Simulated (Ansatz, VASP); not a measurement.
# One calculation of Be, two programs

INCAR

```
SYSTEM = Be
PREC     = Accurate       ! precision mode
ENCUT    = 600            ! plane-wave cutoff, eV
EDIFF    = 1E-6           ! SCF threshold, eV
ISMEAR   = 0              ! smearing method
SIGMA    = 0.1            ! smearing width, eV
LREAL    = .False.        ! projectors in reciprocal space
LASPH    = .True.         ! aspherical terms in the spheres
NELM     = 120            ! most SCF steps
ALGO     = Normal         ! electronic algorithm
ISIF     = 2              ! what is computed and relaxed
LWAVE    = .False.        ! write WAVECAR
LCHARG   = .False.        ! write CHGCAR
GGA      = PE             ! functional
NBANDS   = 7              ! bands
GGA_COMPAT= .False.
```

The input KPOINTS:

```
Automatic mesh
0
Gamma
  10 10 10
  0 0 0
```

The input POSCAR:

```
Be
1.0
   -1.2531209513      1.2531209513      1.2531209513
    1.2531209513     -1.2531209513      1.2531209513
    1.2531209513      1.2531209513     -1.2531209513
Be
1
Direct
    0.0000000000      0.0000000000      0.0000000000
```

Input for Ansatz:

```yaml
crystal:
  lattice:
    - [-1.2531209513, 1.2531209513, 1.2531209513]
    - [1.2531209513, -1.2531209513, 1.2531209513]
    - [1.2531209513, 1.2531209513, -1.2531209513]
  atoms:
    - { symbol: Be, position: [0.0, 0.0, 0.0] }
basis:
  ecutwfc: 420
kpoints:
  mp_grid: { grid: [10, 10, 10] }
hamiltonian:
  xc: pbe
scf:
  occupations: { method: gaussian, width: 0.1 }
output:
  forces: true
  stress: true
  eigenvalues: true
```

Alike in both runs: task single point; functional PBE; k mesh 10 × 10 × 10; occupations gaussian, width 0.1 eV; no spin polarisation.

```csv
,VASP,Ansatz
version,VASP 6.6.1,Ansatz 0.2.0
potentials or method,"VASP PAW PBE potentials, release 64 (Be), cutoff 600 eV","scalar-relativistic, plane waves, PAW"
valence electrons in the cell,2,2
```

```tsv
	VASP	Ansatz	Ansatz less VASP
gap on the k mesh at the Fermi level (eV)	none	none	-
pressure (GPa)	-0.6	-0.8	-0.16
```

A gap of «none» marks a metal or a gap that the smearing closes. With one functional, cell and mesh, what is left measures potentials, basis and numerics.
